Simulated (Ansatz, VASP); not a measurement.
**Na: VASP beside Ansatz**

INCAR

```
SYSTEM = Na
PREC = Accurate
ENCUT = 520
EDIFF = 1E-6
ISMEAR = -1
SIGMA = 0.05
LREAL = .FALSE.
LASPH = .TRUE.
NELM = 100
ALGO = Normal
ISIF = 2
LWAVE = .FALSE.
LCHARG = .FALSE.
GGA = PS
NBANDS = 10
```

KPOINTS

```
Automatic mesh
0
G
  12 12 12
  0 0 0
```

POSCAR

```
Na
1.0
   -2.1040267987      2.1040267987      2.1040267987
    2.1040267987     -2.1040267987      2.1040267987
    2.1040267987      2.1040267987     -2.1040267987
Na
1
Direct
    0.0000000000      0.0000000000      0.0000000000
```

Input for Ansatz:

```yaml
crystal:
  lattice:
    - [-2.1040267987, 2.1040267987, 2.1040267987]
    - [2.1040267987, -2.1040267987, 2.1040267987]
    - [2.1040267987, 2.1040267987, -2.1040267987]
  atoms:
    - { symbol: Na, position: [0.0, 0.0, 0.0] }
kpoints:
  mp_grid: { grid: [12, 12, 12] }
scf:
  occupations: { method: fermi_dirac, width: 0.05 }
hamiltonian:
  xc: pbesol
  pseudopotentials:
    kind: all_electron
    lapw: { basis_error: 0.00025, muffin_tin_radii: { Na: 1.531 } }
output:
  forces: true
  stress: true
  eigenvalues: true
```

Alike in both runs: task single point; functional PBEsol; k mesh 12 × 12 × 12; occupations fermi-dirac, width 0.05 eV; no spin polarisation.

|  | VASP | Ansatz |
| --- | --- | --- |
| version | VASP 6.6.1 | Ansatz 0.2.0 |
| potentials or method | VASP PAW PBE potentials, release 64 (Na_pv), cutoff 520 eV | all-electron LAPW, scalar-relativistic |

|  | VASP | Ansatz | Ansatz less VASP |
| --- | --- | --- | --- |
| pressure (GPa) | -0.2 | -0.2 | +0.02 |

VASP's potentials were made for PBE, not for PBEsol. Ansatz ran all-electron here, and VASP with PAW potentials.
